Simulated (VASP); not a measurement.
# Al3GaAs4 (P-4m2) in VASP: further runs

The runs below take Al3GaAs4 through single point, relaxation of cell and atoms, with PBE.

All numbers are computed with VASP 6.6.1; they aren't measurements. Logs are shortened: lines on timing, memory, paths and dates and some standing lists are left out, and cuts for length are marked.

## 1. The cell of the first run

Symmetry: P-4m2, No. 115, tetragonal system. The conventional cell has a = 3.846 Å, b = 3.846 Å, c = 10.878 Å, α = 90.00°, β = 90.00°, γ = 90.00°. Within 3.1 Å of Al (site symmetry -4m2) lie 4 As at 2.36 Å. Within 3.1 Å of Al (site symmetry 2mm) lie 4 As at 2.36 Å. Within 3.1 Å of Ga (site symmetry -4m2) lie 4 As at 2.36 Å. As (site symmetry 2mm) has 2 Ga at 2.36 Å and 2 Al at 2.36 Å within 3.1 Å. Within 3.1 Å of As (site symmetry 2mm) lie 4 Al at 2.36 Å.

## 2. Single point, PBE

INCAR reads:

```
PREC = Accurate
ENCUT = 520
EDIFF = 1E-6
ISMEAR = 0
SIGMA = 0.1
LREAL = F
LASPH = T
NELM = 60
ALGO = Normal
ISIF = 2
LWAVE = F
LCHARG = F
GGA = PE
NBANDS = 31
```

KPOINTS reads:

```
Automatic mesh
0
Gamma
  4 4 2
```

POSCAR reads:

```
Al3GaAs4
1.0
    3.8458615300      0.0000000000      0.0000000000
    0.0000000000      3.8458615300      0.0000000000
    0.0000000000      0.0000000000     10.8777390600
Al Ga As
3 1 4
Direct
    0.0000000000      0.0000000000      0.0000000000
    0.5000000000      0.5000000000      0.2500000000
    0.5000000000      0.5000000000      0.7500000000
    0.0000000000      0.0000000000      0.5000000000
    0.5000000000      0.0000000000      0.3750000000
    0.0000000000      0.5000000000      0.6250000000
    0.5000000000      0.0000000000      0.8750000000
    0.0000000000      0.5000000000      0.1250000000
```

Potentials or basis: VASP PAW PBE potentials, release 64 (Al, Ga_d, As).

Run with:

```console
cat potpaw_PBE.64/Al/POTCAR potpaw_PBE.64/Ga_d/POTCAR potpaw_PBE.64/As/POTCAR > POTCAR
mpirun -np 1 vasp_std > vasp.out
```

OUTCAR:

```text
PREC = Accurate
   ENCUT = 520
   EDIFF = 1E-6
   ISMEAR = 0
   LREAL = F
   LASPH = T
   NELM = 60
   ISIF = 2
   GGA = PE

 ion  position               nearest neighbor table
   1  0.000  0.000  0.000-   7 2.36   8 2.36   8 2.36   7 2.36
   2  0.500  0.500  0.250-   5 2.36   8 2.36   5 2.36   8 2.36
   3  0.500  0.500  0.750-   6 2.36   7 2.36   7 2.36   6 2.36
   4  0.000  0.000  0.500-   5 2.36   6 2.36   6 2.36   5 2.36
   5  0.500  0.000  0.375-   2 2.36   4 2.36   2 2.36   4 2.36
   6  0.000  0.500  0.625-   3 2.36   4 2.36   4 2.36   3 2.36
   7  0.500  0.000  0.875-   1 2.36   3 2.36   3 2.36   1 2.36
   8  0.000  0.500  0.125-   1 2.36   2 2.36   1 2.36   2 2.36

  LATTYP: Found a simple tetragonal cell.
 ALAT       =     3.8458615300
 C/A-ratio  =     2.8284271223

  Lattice vectors:

 A1 = (   3.8458615300,   0.0000000000,   0.0000000000)
 A2 = (   0.0000000000,   3.8458615300,   0.0000000000)
 A3 = (   0.0000000000,   0.0000000000,  10.8777390600)

Analysis of symmetry for initial positions (statically):
=====================================================================
 Subroutine PRICEL returns:
 Original cell was already a primitive cell.

 Routine SETGRP: Setting up the symmetry group for a
 simple tetragonal supercell.

 Subroutine GETGRP returns: Found  8 space group operations
 (whereof  8 operations were pure point group operations)
 out of a pool of 16 trial point group operations.

The static configuration has the point symmetry D_2d.

Analysis of symmetry for dynamics (positions and initial velocities):
=====================================================================
 Subroutine PRICEL returns:
 Original cell was already a primitive cell.

 Routine SETGRP: Setting up the symmetry group for a
 simple tetragonal supercell.

 Subroutine GETGRP returns: Found  8 space group operations
 (whereof  8 operations were pure point group operations)
 out of a pool of 16 trial point group operations.

The dynamic configuration has the point symmetry D_2d.

 Subroutine INISYM returns: Found  8 space group operations
 (whereof  8 operations are pure point group operations),
 and found     1 'primitive' translations

----------------------------------------------------------------------------------------

                                     Primitive cell

  volume of cell :     160.8888

  direct lattice vectors                    reciprocal lattice vectors
     3.845861530  0.000000000  0.000000000     0.260019762  0.000000000  0.000000000
     0.000000000  3.845861530  0.000000000     0.000000000  0.260019762  0.000000000
     0.000000000  0.000000000 10.877739060     0.000000000  0.000000000  0.091930869

  length of vectors
     3.845861530  3.845861530 10.877739060     0.260019762  0.260019762  0.091930869

  position of ions in fractional coordinates (direct lattice)
     0.000000000  0.000000000  0.000000000
     0.500000000  0.500000000  0.250000000
     0.500000000  0.500000000  0.750000000
     0.000000000  0.000000000  0.500000000
     0.500000000  0.000000000  0.375000000
     0.000000000  0.500000000  0.625000000
     0.500000000  0.000000000  0.875000000
     0.000000000  0.500000000  0.125000000

  ion indices of the primitive-cell ions
   primitive index   ion index
                 1           1
                 2           2
                 3           3
                 4           4
                 5           5
                 6           6
                 7           7
                 8           8

----------------------------------------------------------------------------------------

 KPOINTS: Automatic mesh

Automatic generation of k-mesh.
 Grid dimensions read from file:
 generate k-points for:    4    4    2

 Generating k-lattice:

  Cartesian coordinates                     Fractional coordinates (reciprocal lattice)
     0.065004941  0.000000000  0.000000000     0.250000000  0.000000000  0.000000000
     0.000000000  0.065004941  0.000000000     0.000000000  0.250000000  0.000000000
[... 47 lines left out ...]
 non-spin polarized calculation
 Gauss-broadening in eV      SIGMA  =   0.10
  energy-cutoff  :      520.00
  volume of cell :      160.89
 maximum number of plane-waves:      4380
 NGX is ok and might be reduce to    30
   NGX = 15   NGY = 15   NGZ = 41

 number of electron      41.9999997 magnetization

 Free energy of the ion-electron system (eV)
  ---------------------------------------------------
  ext. energy  EPLUGINS =         0.00000000
  ---------------------------------------------------
  free energy    TOTEN  =       -35.10112609 eV

  energy without entropy =      -35.10112609  energy(sigma->0) =      -35.10112609

 E-fermi :   5.5044     XC(G=0):  -9.6617

 val. band max:        5.0260002460   @ k =   0.0000   0.0000   0.0000
 cond. band min:       6.1954024852   @ k =   0.5000   0.5000   0.0000
 fundamental gap:      1.1694022392
 Fermi energy:         5.5043985214

 k-point     1 :       0.0000    0.0000    0.0000
  band No.  band energies     occupation
      1      -9.7562      2.00000
      2      -9.6398      2.00000
      3      -9.6398      2.00000
      4      -9.5863      2.00000
      5      -9.5474      2.00000
      6      -7.8577      2.00000
[... 23 lines left out ...]
     30       9.3074      0.00000
     31       9.3089      0.00000

 k-point     2 :       0.2500    0.0000    0.0000
  band No.  band energies     occupation
      1      -9.7430      2.00000
      2      -9.6711      2.00000
      3      -9.6382      2.00000
      4      -9.5776      2.00000
      5      -9.5547      2.00000
      6      -7.3624      2.00000
[... 23 lines left out ...]
     30      10.1923      0.00000
     31      10.7669      0.00000

 k-point     3 :       0.5000    0.0000    0.0000
  band No.  band energies     occupation
      1      -9.7387      2.00000
      2      -9.6908      2.00000
      3      -9.6366      2.00000
      4      -9.5687      2.00000
      5      -9.5619      2.00000
      6      -6.2440      2.00000
[... 295 lines left out ...]
     30      11.6726      0.00000
     31      11.8359      0.00000

 k-point    12 :       0.5000    0.5000    0.5000
  band No.  band energies     occupation
      1      -9.7242      2.00000
      2      -9.7242      2.00000
      3      -9.5974      2.00000
      4      -9.5824      2.00000
      5      -9.5627      2.00000
      6      -5.3095      2.00000
[... 23 lines left out ...]
     30      13.5760      0.00000
     31      13.5761      0.00000

------------------------ aborting loop because EDIFF is reached ----------------------------------------

  FORCE on cell =-STRESS in cart. coord.  units (eV):
  Direction    XX          YY          ZZ          XY          YZ          ZX
  --------------------------------------------------------------------------------------
  -------------------------------------------------------------------------------------
  Total       15.5543368     15.5543368     14.3477333      0.0000000      0.0000000      0.0000000
  in kB      154.8945571    154.8945571    142.8788524      0.0000000      0.0000000      0.0000000
  external PRESSURE =     150.8893222 kB  Pullay stress =       0.0000000 kB

 VOLUME and BASIS-vectors are now :
 -----------------------------------------------------------------------------
  energy-cutoff  :      520.00
  volume of cell :      160.89
      direct lattice vectors                 reciprocal lattice vectors
     3.845861530  0.000000000  0.000000000     0.260019762  0.000000000  0.000000000
     0.000000000  3.845861530  0.000000000     0.000000000  0.260019762  0.000000000
     0.000000000  0.000000000 10.877739060     0.000000000  0.000000000  0.091930869

 POSITION                                       TOTAL-FORCE (eV/Angst)
 -----------------------------------------------------------------------------------
      0.00000      0.00000      0.00000         0.000000     -0.000000      0.000000
      1.92293      1.92293      2.71943        -0.000000      0.000000      0.034442
      1.92293      1.92293      8.15830         0.000000     -0.000000     -0.034442
      0.00000      0.00000      5.43887         0.000000     -0.000000      0.000000
      1.92293      0.00000      4.07915         0.000000      0.000000     -0.120724
      0.00000      1.92293      6.79859         0.000000      0.000000      0.120724
      1.92293      0.00000      9.51802         0.000000     -0.000000     -0.017511
      0.00000      1.92293      1.35972         0.000000     -0.000000      0.017511
 -----------------------------------------------------------------------------------
    total drift:                                0.000000     -0.000000      0.000000

  FREE ENERGIE OF THE ION-ELECTRON SYSTEM (eV)
  ---------------------------------------------------
  free  energy   TOTEN  =       -35.1011260916 eV

  energy  without entropy=      -35.1011260916  energy(sigma->0) =      -35.10112609
```

Wall time 31 s (1 thread of Intel Xeon 6975P-C (Granite Rapids), shared host); peak memory 0.28 GiB.

What came out:

```yaml
Free_energy: -35.1011 eV
Pressure: 15.1 GPa
Largest_force: 0.121 eV/Å
Band_gap_on_the_k_mesh: 1.17 eV (least direct gap 1.20 eV)
```

Forces in eV/Å, atoms in the order of the input:
```
Al   0.000  0.000  0.000
Al   0.000  0.000  0.034
Al   0.000  0.000 -0.034
Ga   0.000  0.000  0.000
As   0.000  0.000 -0.121
As   0.000  0.000  0.121
As   0.000  0.000 -0.018
As   0.000  0.000  0.018
```

Caveat: the cell stands under pressure. A k mesh can miss the band edges.

## 3. Single point, PBE

This run uses another cell than the first one, of 23.53 Å³/atom.

INCAR: that of step 2 with these lines changed.

```diff
@@ -7,3 +7,3 @@
 LASPH = T
-NELM = 60
+NELM = 100
 ALGO = Normal
```

KPOINTS is that of step 2.

POSCAR reads:

```
Al3GaAs4
1.0
    4.0744169849      0.0000000000      0.0000000000
    0.0000000000      4.0744169849      0.0000000000
    0.0000000000      0.0000000000     11.3413291772
Al Ga As
3 1 4
Direct
    0.0000000000      0.0000000000      0.0000000000
    0.5000000000      0.5000000000      0.2497253671
    0.5000000000      0.5000000000      0.7502746329
    0.0000000000      0.0000000000      0.5000000000
    0.5000000000      0.0000000000      0.3739419223
    0.0000000000      0.5000000000      0.6260580777
    0.5000000000      0.0000000000      0.8750978522
    0.0000000000      0.5000000000      0.1249021478
```

Potentials or basis: VASP PAW PBE potentials, release 64 (Al, Ga_d, As).

Run with:

```console
cat potpaw_PBE.64/Al/POTCAR potpaw_PBE.64/Ga_d/POTCAR potpaw_PBE.64/As/POTCAR > POTCAR
mpirun -np 1 vasp_std > vasp.out
```

Wall time 33 s (1 thread of Intel Xeon 6975P-C (Granite Rapids), shared host); peak memory 0.29 GiB.

It converged, with:

| Property | Result |
| --- | --- |
| Free energy | -36.2570 eV |
| Pressure | 0.3 GPa |
| Largest force | 0.006 eV/Å |
| Band gap on the k mesh | 1.23 eV |

Forces in eV/Å, atoms in the order of the input:
```
Al   0.000  0.000  0.000
Al   0.000  0.000  0.000
Al   0.000  0.000  0.000
Ga   0.000  0.000  0.000
As   0.000  0.000 -0.006
As   0.000  0.000  0.006
As   0.000  0.000  0.000
As   0.000  0.000  0.000
```

Levels at points of the mesh, in eV from the valence-band top:
| k point | band 18 | band 19 | band 20 | band 21 | band 22 | band 23 | band 24 | band 25 |
| --- | --- | --- | --- | --- | --- | --- | --- | --- |
| (0.00, 0.00, 0.00) | -1.41 | -0.05 | -0.05 | 0.00 | 1.23 | 1.42 | 2.04 | 2.29 |
| (0.50, 0.00, 0.00) | -0.99 | -0.88 | -0.87 | -0.82 | 1.40 | 1.92 | 3.03 | 3.10 |
| (0.50, 0.50, 0.00) | -2.21 | -2.21 | -2.20 | -2.20 | 1.48 | 1.48 | 1.87 | 2.38 |
| (0.00, 0.00, 0.50) | -0.66 | -0.66 | -0.49 | -0.49 | 1.49 | 1.76 | 2.30 | 2.49 |
| (0.50, 0.00, 0.50) | -1.05 | -1.05 | -1.01 | -0.89 | 2.16 | 2.70 | 2.71 | 2.78 |
| (0.50, 0.50, 0.50) | -2.57 | -2.57 | -2.56 | -2.56 | 2.42 | 2.42 | 2.68 | 2.68 |

A k mesh can miss the band edges.

## 4. Relaxation of cell and atoms, PBE

INCAR reads:

```
SYSTEM = Al3GaAs4
PREC = Accurate
ENCUT = 600
EDIFF = 1E-6
ISMEAR = 0
SIGMA = 0.1
LREAL = .False.
LASPH = .True.
NELM = 100
ALGO = Normal
ISIF = 3
LWAVE = .False.
LCHARG = .False.
GGA = PE
IBRION = 2
NSW = 90
EDIFFG = -0.04
```

KPOINTS reads:

```
Automatic mesh
0
Gamma
  4 4 2
  0 0 0
```

POSCAR reads:

```
Al3GaAs4
1.0
    3.8458615300      0.0000000000      0.0000000000
    0.0000000000      3.8458615300      0.0000000000
    0.0000000000      0.0000000000     10.8777390600
Al Ga As
3 1 4
Direct
    0.0000000000      0.0000000000      0.0000000000
    0.5000000000      0.5000000000      0.2500000000
    0.5000000000      0.5000000000      0.7500000000
    0.0000000000      0.0000000000      0.5000000000
    0.5000000000      0.0000000000      0.3750000000
    0.0000000000      0.5000000000      0.6250000000
    0.5000000000      0.0000000000      0.8750000000
    0.0000000000      0.5000000000      0.1250000000
```

Run with:

```console
cat potpaw_PBE.64/Al/POTCAR potpaw_PBE.64/Ga_d/POTCAR potpaw_PBE.64/As/POTCAR > POTCAR
mpirun -np 1 vasp_std > vasp.out
```

Run time: 99 s. Hardware: 1 thread of Intel Xeon 6975P-C (Granite Rapids), shared host; peak memory 0.33 GiB.

It converged, with:

```
Free energy                           : -36.2562 eV
Relaxed volume                        : 23.63 Å³/atom
Relaxed cell                          : a = 4.078 Å, b = 4.078 Å, c = 11.364 Å, α = 90.00°, β = 90.00°, γ = 90.00°
Space group after relaxing (to 0.1 Å) : P-4m2 (No. 115)
Energy gained by relaxing             : 144.4 meV/atom
Ionic steps                           : 5
Pressure after relaxing               : 0.0 GPa
Largest force after relaxing          : 0.040 eV/Å
Band gap on the k mesh                : 1.21 eV
```

Forces on the atoms (eV/Å):
```
Al   0.000  0.000  0.000
Al   0.000  0.000 -0.040
Al   0.000  0.000  0.040
Ga   0.000  0.000  0.000
As   0.000  0.000  0.015
As   0.000  0.000 -0.015
As   0.000  0.000  0.002
As   0.000  0.000 -0.002
```

The path:
| step | energy change (eV) | largest force (eV/Å) | pressure (GPa) | volume (Å³) |
| --- | --- | --- | --- | --- |
| 1 | 0.0000 | 0.1206 | 15.09 | 160.89 |
| 2 | -0.7872 | 0.0705 | -5.31 | 209.13 |
| 3 | -1.1517 | 0.0701 | -0.01 | 189.08 |
| 4 | -1.1537 | 0.0372 | -0.01 | 189.06 |
| 5 | -1.1550 | 0.0398 | 0.00 | 189.02 |

Final structure:
```
Al Ga As
1.0
     4.07843    0.00000    0.00000
     0.00000    4.07843    0.00000
     0.00000    0.00000   11.36402
Al Ga As
3 1 4
Direct
  0.00000 0.00000 0.00000
  0.50000 0.50000 0.25010
  0.50000 0.50000 0.74990
  0.00000 0.00000 0.50000
  0.50000 0.00000 0.37395
  0.00000 0.50000 0.62605
  0.50000 0.00000 0.87491
  0.00000 0.50000 0.12509
```

Levels at points of the mesh, in eV from the valence-band top:
| k point | band 17 | band 18 | band 19 | band 20 | band 21 | band 22 | band 23 | band 24 | band 25 | band 26 |
| --- | --- | --- | --- | --- | --- | --- | --- | --- | --- | --- |
| (0.00, 0.00, 0.00) | -1.40 | -1.40 | -0.05 | -0.05 | 0.00 | 1.21 | 1.44 | 2.04 | 2.30 | 2.45 |
| (0.50, 0.00, 0.00) | -1.04 | -0.99 | -0.88 | -0.86 | -0.82 | 1.39 | 1.91 | 3.03 | 3.10 | 4.47 |
| (0.50, 0.50, 0.00) | -2.84 | -2.20 | -2.19 | -2.19 | -2.18 | 1.49 | 1.49 | 1.87 | 2.38 | 4.46 |
| (0.00, 0.00, 0.50) | -1.37 | -0.65 | -0.65 | -0.49 | -0.49 | 1.50 | 1.77 | 2.30 | 2.50 | 2.83 |
| (0.50, 0.00, 0.50) | -1.78 | -1.03 | -1.03 | -1.01 | -0.89 | 2.15 | 2.69 | 2.71 | 2.77 | 4.46 |
| (0.50, 0.50, 0.50) | -2.62 | -2.56 | -2.56 | -2.55 | -2.55 | 2.43 | 2.43 | 2.68 | 2.68 | 2.78 |

Caveat: the volume moved by over 15 % at a fixed basis, so the end points are rough. A k mesh can miss the band edges.

## 5. Single point, PBE

This run uses another cell than the first one, of 23.55 Å³/atom.

INCAR reads:

```
SYSTEM = Al3GaAs4
ALGO = Normal ; EDIFF = 1E-7
ENCUT = 520 ; GGA = PE
ISIF = 2 ; ISMEAR = 0
LASPH = .TRUE. ; LCHARG = .FALSE.
LREAL = .FALSE. ; LWAVE = .FALSE.
NBANDS = 31 ; NELM = 60
PREC = Accurate ; SIGMA = 0.02
```

KPOINTS reads:

```
k-points
0
G
  8 8 4
  0 0 0
```

POSCAR reads:

```
Al3GaAs4
1.0
    4.0554812348      0.0000000000      0.0000000000
    0.0000000000      4.0554812348      0.0000000000
    0.0000000000      0.0000000000     11.4558318282
Al Ga As
3 1 4
Direct
    0.0000000000      0.0000000000      0.0000000000
    0.5000000000      0.5000000000      0.2497626584
    0.5000000000      0.5000000000      0.7502373416
    0.0000000000      0.0000000000      0.5000000000
    0.5000000000      0.0000000000      0.3741314343
    0.0000000000      0.5000000000      0.6258685657
    0.5000000000      0.0000000000      0.8751053144
    0.0000000000      0.5000000000      0.1248946856
```

Run with:

```console
cat potpaw_PBE.64/Al/POTCAR potpaw_PBE.64/Ga_d/POTCAR potpaw_PBE.64/As/POTCAR > POTCAR
mpirun -np 1 vasp_std > vasp.out
```

It took 2.1 min on 1 thread of Intel Xeon 6975P-C (Granite Rapids), shared host; peak memory 0.42 GiB.

It converged, with:

- Free energy: -36.4259 eV
- Pressure: 0.2 GPa
- Largest force: 0.004 eV/Å
- Band gap on the k mesh: 1.27 eV

Forces in eV/Å, atoms in the order of the input:
```
Al   0.000  0.000  0.000
Al   0.000  0.000  0.000
Al   0.000  0.000  0.000
Ga   0.000  0.000  0.000
As   0.000  0.000 -0.004
As   0.000  0.000  0.004
As   0.000  0.000  0.000
As   0.000  0.000  0.000
```

Levels at points of the mesh, in eV from the valence-band top:
| k point | band 17 | band 18 | band 19 | band 20 | band 21 | band 22 | band 23 | band 24 | band 25 | band 26 |
| --- | --- | --- | --- | --- | --- | --- | --- | --- | --- | --- |
| (0.00, 0.00, 0.00) | -1.33 | -1.33 | -0.01 | 0.00 | 0.00 | 1.27 | 1.51 | 2.15 | 2.39 | 2.54 |
| (0.50, 0.00, 0.00) | -0.97 | -0.90 | -0.89 | -0.85 | -0.80 | 1.44 | 1.96 | 3.13 | 3.21 | 4.56 |
| (0.50, 0.50, 0.00) | -2.81 | -2.20 | -2.20 | -2.20 | -2.20 | 1.50 | 1.50 | 1.87 | 2.37 | 4.41 |
| (0.00, 0.00, 0.50) | -1.37 | -0.60 | -0.60 | -0.43 | -0.43 | 1.59 | 1.86 | 2.36 | 2.58 | 2.90 |
| (0.50, 0.00, 0.50) | -1.81 | -0.96 | -0.96 | -0.92 | -0.81 | 2.21 | 2.77 | 2.78 | 2.86 | 4.46 |
| (0.50, 0.50, 0.50) | -2.62 | -2.55 | -2.55 | -2.54 | -2.54 | 2.41 | 2.41 | 2.67 | 2.67 | 2.76 |

## 6. Summary

| task | cell | k mesh | cutoff (eV) | smearing | gap on the mesh (eV) | pressure (GPa) | largest force (eV/Å) |
| --- | --- | --- | --- | --- | --- | --- | --- |
| single point | a = 3.846, b = 3.846, c = 10.878 Å, 8 atoms | 4 × 4 × 2 | 520 | gaussian 0.1 eV | 1.17 | 15.1 | 0.12 |
| single point | a = 4.074, b = 4.074, c = 11.341 Å, 8 atoms | 4 × 4 × 2 | 520 | gaussian 0.1 eV | 1.23 | 0.3 | 0.01 |
| relaxation of cell and atoms | relaxed from a = 3.846, b = 3.846, c = 10.878 Å, 8 atoms | 4 × 4 × 2 | 600 | gaussian 0.1 eV | 1.21 | 0.0 | 0.04 |
| single point | a = 4.055, b = 4.055, c = 11.456 Å, 8 atoms | 8 × 8 × 4 | 520 | gaussian 0.02 eV | 1.27 | 0.2 | - |

Alike in all rows: level PBE; potentials or basis VASP PAW PBE potentials, release 64 (Al, Ga_d, As); no spin polarisation.

Caveats: the cell stands under pressure (at least some runs); the volume moved by over 15 % at a fixed basis, so the end points are rough (at least some runs).

Absolute energies hang on the potentials; compare differences alone.
